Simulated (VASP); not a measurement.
# PtSe2 (P-3m1) in VASP: further runs

PtSe2 is run at these levels: PBE+D3(BJ); tasks: single point, relaxation of cell and atoms.

Program: VASP 6.6.1. These are calculated values, not measurements. Logs are shortened: lines on timing, memory, paths and dates and some standing lists are left out, and cuts for length are marked.

## Step 1: The cell of the first run

The structure is trigonal, space group P-3m1 (No. 164). The conventional cell has a = 3.629 Å, b = 3.629 Å, c = 4.183 Å, α = 90.00°, β = 90.00°, γ = 120.00°. Within 3.2 Å of Pt (site symmetry -3m) lie 6 Se at 2.43 Å. Se (site symmetry 3m) has 3 Pt at 2.43 Å and 6 Se at 2.71 to 3.24 Å within 3.3 Å.

## Step 2: Single point, PBE+D3(BJ)

INCAR

```
SYSTEM = PtSe2
PREC = Accurate ; ENCUT = 520
EDIFF = 1E-6 ; ISMEAR = -1
SIGMA = 0.15 ; LREAL = .False.
LASPH = .True. ; NELM = 60
ALGO = Normal ; ISIF = 2
LWAVE = .False. ; LCHARG = .False.
GGA = PE ; IVDW = 12
NBANDS = 18
```

KPOINTS

```
regular mesh
0
Gamma
  12 12 10
  0 0 0
```

POSCAR

```
PtSe2
1.0
    3.6287070825      0.0000000000      0.0000000000
   -1.8143535412      3.1425525163      0.0000000000
    0.0000000000      0.0000000000      4.1827324235
Pt Se
1 2
Direct
    0.0000000000      0.0000000000      0.0000000000
    0.3333333333      0.6666666667      0.2946716610
    0.6666666667      0.3333333333      0.7053283390
```

Potentials or basis: VASP PAW PBE potentials, release 64 (Pt, Se).

Command:

```
$ cat potpaw_PBE.64/Pt/POTCAR potpaw_PBE.64/Se/POTCAR > POTCAR
$ mpirun -np 1 vasp_std > vasp.out
```

OUTCAR:

```text
SYSTEM = PtSe2
   PREC = Accurate
   ENCUT = 520
   EDIFF = 1E-6
   ISMEAR = -1
   LREAL = .False.
   LASPH = .True.
   NELM = 60
   ISIF = 2
   GGA = PE
   IVDW = 12
 IVDW          = 12

 ion  position               nearest neighbor table
   1  0.000  0.000  0.000-   2 2.43   3 2.43   2 2.43   3 2.43   3 2.43   2 2.43
   2  0.333  0.667  0.295-   1 2.43   1 2.43   1 2.43   3 2.71   3 2.71   3 2.71
   3  0.667  0.333  0.705-   1 2.43   1 2.43   1 2.43   2 2.71   2 2.71   2 2.71

  LATTYP: Found a hexagonal cell.
 ALAT       =     3.6287070825
 C/A-ratio  =     1.1526784412

  Lattice vectors:

 A1 = (   3.6287070825,   0.0000000000,   0.0000000000)
 A2 = (  -1.8143535412,   3.1425525163,   0.0000000000)
 A3 = (   0.0000000000,   0.0000000000,   4.1827324235)

Analysis of symmetry for initial positions (statically):
=====================================================================
 Subroutine PRICEL returns:
 Original cell was already a primitive cell.

 Routine SETGRP: Setting up the symmetry group for a
 hexagonal supercell.

 Subroutine GETGRP returns: Found 12 space group operations
 (whereof 12 operations were pure point group operations)
 out of a pool of 24 trial point group operations.

The static configuration has the point symmetry D_3d.

Analysis of symmetry for dynamics (positions and initial velocities):
=====================================================================
 Subroutine PRICEL returns:
 Original cell was already a primitive cell.

 Routine SETGRP: Setting up the symmetry group for a
 hexagonal supercell.

 Subroutine GETGRP returns: Found 12 space group operations
 (whereof 12 operations were pure point group operations)
 out of a pool of 24 trial point group operations.

The dynamic configuration has the point symmetry D_3d.

 Subroutine INISYM returns: Found 12 space group operations
 (whereof 12 operations are pure point group operations),
 and found     1 'primitive' translations

----------------------------------------------------------------------------------------

                                     Primitive cell

  volume of cell :      47.6974

  direct lattice vectors                    reciprocal lattice vectors
     3.628707083  0.000000000  0.000000000     0.275580249  0.159106331  0.000000000
    -1.814353541  3.142552516  0.000000000     0.000000000  0.318212661  0.000000000
     0.000000000  0.000000000  4.182732424     0.000000000  0.000000000  0.239078167

  length of vectors
     3.628707083  3.628707082  4.182732424     0.318212661  0.318212661  0.239078167

  position of ions in fractional coordinates (direct lattice)
     0.000000000  0.000000000  0.000000000
     0.333333333  0.666666667  0.294671661
     0.666666667  0.333333333  0.705328339

  ion indices of the primitive-cell ions
   primitive index   ion index
                 1           1
                 2           2
                 3           3

----------------------------------------------------------------------------------------

 KPOINTS: regular mesh

Automatic generation of k-mesh.
 Grid dimensions read from file:
 generate k-points for:   12   12   10

 Generating k-lattice:

  Cartesian coordinates                     Fractional coordinates (reciprocal lattice)
     0.022965021  0.013258861  0.000000000     0.083333333  0.000000000  0.000000000
     0.000000000  0.026517722  0.000000000     0.000000000  0.083333333  0.000000000
     0.000000000  0.000000000  0.023907817     0.000000000  0.000000000  0.100000000

  Length of vectors
     0.026517722  0.026517722  0.023907817

  Shift w.r.t. Gamma in fractional coordinates (k-lattice)
     0.000000000  0.000000000  0.000000000

 Subroutine IBZKPT returns following result:
 ===========================================

 Found    162 irreducible k-points:

 Following reciprocal coordinates:
            Coordinates               Weight
  0.000000  0.000000  0.000000      1.000000
  0.083333 -0.000000  0.000000      6.000000
  0.166667 -0.000000  0.000000      6.000000
  0.250000 -0.000000  0.000000      6.000000
  0.333333 -0.000000  0.000000      6.000000
  0.416667 -0.000000  0.000000      6.000000
[... 16 lines left out ...]
  0.166667 -0.000000  0.100000      6.000000
  0.000000  0.166667  0.100000      6.000000
 [... further k-points ...]
   k-points           NKPTS =    162   k-points in BZ     NKDIM =    162   number of bands    NBANDS=     18
   number of dos      NEDOS =    301   number of ions     NIONS =      3
   total plane-waves  NPLWV =  25088
   dimension x,y,z NGX =    28 NGY =   28 NGZ =   32
   dimension x,y,z NGXF=    56 NGYF=   56 NGZF=   64
   ions per type =               1   2
   NGX,Y,Z   is equivalent  to a cutoff of  12.83, 12.83, 12.72 a.u.
   NGXF,Y,Z  is equivalent  to a cutoff of  25.66, 25.66, 25.44 a.u.
 SYSTEM =  PtSe2
   PREC   = accura    normal or accurate (medium, high low for compatibility)
   ISTART =      0    job   : 0-new  1-cont  2-samecut
   ICHARG =      2    charge: 1-file 2-atom 10-const
   ISPIN  =      1    spin polarized calculation?
   LNONCOLLINEAR =      F non collinear calculations
   LSORBIT =      F    spin-orbit coupling
   LASPH  =      T    aspherical Exc in radial PAW
   ENCUT  =  520.0 eV  38.22 Ry    6.18 a.u.   6.75  6.75  7.78*2*pi/ulx,y,z
   NELM   =     60;   NELMIN=  2; NELMDL= -5     # of ELM steps
   EDIFF  = 0.1E-05   stopping-criterion for ELM
   LREAL  =      F    real-space projection
   EDIFFG = 0.1E-04   stopping-criterion for IOM
   NSW    =      0    number of steps for IOM
   IBRION =     -1    ionic relax: 0-MD 1-quasi-New 2-CG
   NFREE  =      0    steps in history (QN), initial steepest desc. (CG)
   ISIF   =      2    stress and relaxation
   ISYM   =      2    0-nonsym 1-usesym 2-fastsym
   POTIM  = 0.5000    time-step for ionic-motion
   TEBEG  =    0.0;   TEEND  =   0.0 temperature during run
   PSTRESS=    0.0 pullay stress
   NELECT =      22.0000    total number of electrons
   NUPDOWN=      -1.0000    fix difference up-down
   EMIN   =  10.00;   EMAX   =-10.00  energy-range for DOS
   EFERMI =   0.00;   METHOD = LEGACY
   ISMEAR =    -1;   SIGMA  =   0.15  broadening in eV -4-tet -1-fermi 0-gaus
   EFERMI_NEDOS =   21; number of points for ismear=-14 and -15
   IALGO  =     38    algorithm
   IMIX   =      4    mixing-type and parameters
     AMIX     =   0.40;   BMIX     =  1.00
     AMIX_MAG =   1.60;   BMIX_MAG =  1.00
  volume/ion in A,a.u.               =      15.90       107.29
  Fermi-wavevector in a.u.,A,eV,Ry     =   1.264885  2.390285 21.768408  1.599933
  Thomas-Fermi vector in A             =   2.398167
   LORBIT       =      0    0 simple, 1 ext, 2 COOP (PROOUT), +10 PAW based schemes
   GGA     = PE    functional components
   LHFCALC =     F    Hartree Fock is set to
   AEXX    =    0.0000 exact exchange contribution
   IVDW    =    12    specifies the selected vdW correction
   LEPSILON=     F    determine dielectric tensor
   LRPA    =     F    only Hartree local field effects (RPA)
 non-spin polarized calculation
  energy-cutoff  :      520.00
  volume of cell :       47.70
 maximum number of plane-waves:      1308
 NGX is ok and might be reduce to    28
   NGX = 13   NGY = 13   NGZ = 15

 number of electron      22.0000002 magnetization

 Free energy of the ion-electron system (eV)
  ---------------------------------------------------
  ext. energy  EPLUGINS =         0.00000000
  ---------------------------------------------------
  free energy    TOTEN  =       -13.01696753 eV

  energy without entropy =      -12.97333523  energy(sigma->0) =      -12.99515138

 E-fermi :   9.7629     XC(G=0): -12.0338

 val. band max:        9.7610495039   @ k =   0.0000   0.2500   0.4000
 cond. band min:       9.7882741932   @ k =   0.0833   0.0833   0.4000
 fundamental gap:      0.0272246893
 Fermi energy:         9.7629354899

 k-point     1 :       0.0000    0.0000    0.0000
  band No.  band energies     occupation
      1      -7.8412      2.00000
      2      -2.3897      2.00000
      3       1.3748      2.00000
      4       2.4463      2.00000
      5       2.4463      2.00000
      6       5.4464      2.00000
[... 10 lines left out ...]
     17      16.9612      0.00000
     18      21.5381      0.00000

 k-point     2 :       0.0833   -0.0000    0.0000
  band No.  band energies     occupation
      1      -7.7482      2.00000
      2      -2.5223      2.00000
      3       1.4848      2.00000
      4       2.5055      2.00000
      5       2.6141      2.00000
      6       5.3286      2.00000
[... 10 lines left out ...]
     17      17.1772      0.00000
     18      21.0765      0.00000

 k-point     3 :       0.1667   -0.0000    0.0000
  band No.  band energies     occupation
      1      -7.4747      2.00000
      2      -2.8633      2.00000
      3       1.8024      2.00000
      4       2.6762      2.00000
      5       3.0131      2.00000
      6       4.8785      2.00000
[... 10 lines left out ...]
     17      17.7675      0.00000
     18      19.7912      0.00000

 k-point     4 :       0.2500   -0.0000    0.0000
  band No.  band energies     occupation
      1      -7.0390      2.00000
      2      -3.3150      2.00000
      3       2.2992      2.00000
      4       2.9372      2.00000
      5       3.1149      2.00000
      6       4.3689      2.00000
[... 375 lines left out ...]
      4       2.4815      2.00000
      5       2.7889      2.00000
      6       5.1972      2.00000
[... 10 lines left out ...]
     17      17.5389      0.00000
     18      20.2607      0.00000

 k-point    23 :       0.1667   -0.0000    0.1000
  band No.  band energies     occupation
      1      -7.3990      2.00000
      2      -3.0942      2.00000
      3       1.8607      2.00000
      4       2.8088      2.00000
      5       3.1558      2.00000
      6       5.0049      2.00000
[... 10 lines left out ...]
     17      17.1134      0.00000
     18      19.0269      0.00000

 k-point    24 :       0.0000    0.1667    0.1000
  band No.  band energies     occupation
      1      -7.4080      2.00000
      2      -3.0189      2.00000
      3       1.6986      2.00000
      4       2.5920      2.00000
      5       3.3704      2.00000
      6       4.4738      2.00000
[... 10 lines left out ...]
     17      18.3987      0.00000
     18      19.5131      0.00000

 [... further k-points ...]

------------------------ aborting loop because EDIFF is reached ----------------------------------------

 Edisp (eV)   -1.83953

 E8    (eV) :    -0.7889

  FORCE on cell =-STRESS in cart. coord.  units (eV):
  Direction    XX          YY          ZZ          XY          YZ          ZX
  --------------------------------------------------------------------------------------
  -------------------------------------------------------------------------------------
  Total       8.98307     8.98307     8.96503     0.00000     0.00000    -0.00000
  in kB     301.74559   301.74559   301.13938     0.00000     0.00000    -0.00000
  external pressure =      301.54 kB  Pullay stress =        0.00 kB

 VOLUME and BASIS-vectors are now :
 -----------------------------------------------------------------------------
  energy-cutoff  :      520.00
  volume of cell :       47.70
      direct lattice vectors                 reciprocal lattice vectors
     3.628707083  0.000000000  0.000000000     0.275580249  0.159106331  0.000000000
    -1.814353541  3.142552516  0.000000000     0.000000000  0.318212661  0.000000000
     0.000000000  0.000000000  4.182732424     0.000000000  0.000000000  0.239078167

 POSITION                                       TOTAL-FORCE (eV/Angst)
 -----------------------------------------------------------------------------------
      0.00000      0.00000      0.00000        -0.000000      0.000000     -0.000000
     -0.00000      2.09504      1.23253        -0.000000      0.000000      0.013802
      1.81435      1.04752      2.95020         0.000000     -0.000000     -0.013802
 -----------------------------------------------------------------------------------
    total drift:                               -0.000000     -0.000000     -0.000000

  FREE ENERGIE OF THE ION-ELECTRON SYSTEM (eV)
  ---------------------------------------------------
  free  energy   TOTEN  =       -14.8564965051 eV

  energy  without entropy=      -14.8128642071  energy(sigma->0) =      -14.83468036
```

It took 52 s on 1 thread of Intel Xeon 6975P-C (Granite Rapids), shared host; peak memory 0.28 GiB.

What came out:

- Free energy: -14.8565 eV
- Pressure: 30.2 GPa
- Largest force: 0.014 eV/Å
- Band gap on the k mesh: zero (bands 11 and 12 overlap by 0.86 eV)
- Dispersion energy per atom: -0.613 eV

Forces on the atoms (eV/Å):
```
Pt   0.000  0.000  0.000
Se   0.000  0.000  0.014
Se   0.000  0.000 -0.014
```

Caveat: the cell stands under pressure; spin-orbit coupling is left out, which moves the levels of the heavy elements.

(Part 1 of 2 ends here.)
